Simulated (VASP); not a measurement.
PbS:

```
Pb S
1.0
     2.06375   -5.86928    0.00000
     2.06375    5.86928    0.00000
     0.00000    0.00000    4.26044
Pb S
2 2
Direct
  0.87228 0.12772 0.75000
  0.12772 0.87228 0.25000
  0.64368 0.35632 0.75000
  0.35632 0.64368 0.25000
```

Base run:

- Program: VASP 6.6.1
- Functional: PBE
- Potentials or basis: VASP PAW PBE potentials, release 64 (Pb_d, S)
- Cutoff: 520 eV
- k mesh: 6 × 6 × 6
- Occupations: fermi-dirac, width 0.02 eV
- Spin: no spin polarisation

Its results: band gap on the k mesh 1.17 eV (least direct gap 1.32 eV); pressure 2.1 GPa; largest force 0.125 eV/Å.

Problem. The run is repeated on the same cell with these changes: k mesh from 6 × 6 × 6 to 4 × 4 × 4; occupations from fermi-dirac, width 0.02 eV to gaussian, width 0.01 eV. What comes out?

Solution. Band gap on the k mesh 1.26 eV (least direct gap 1.66 eV); pressure 2.0 GPa; largest force 0.091 eV/Å.

Caveats: spin-orbit coupling is left out, which moves the levels of the heavy elements.

A k mesh can miss the band edges.
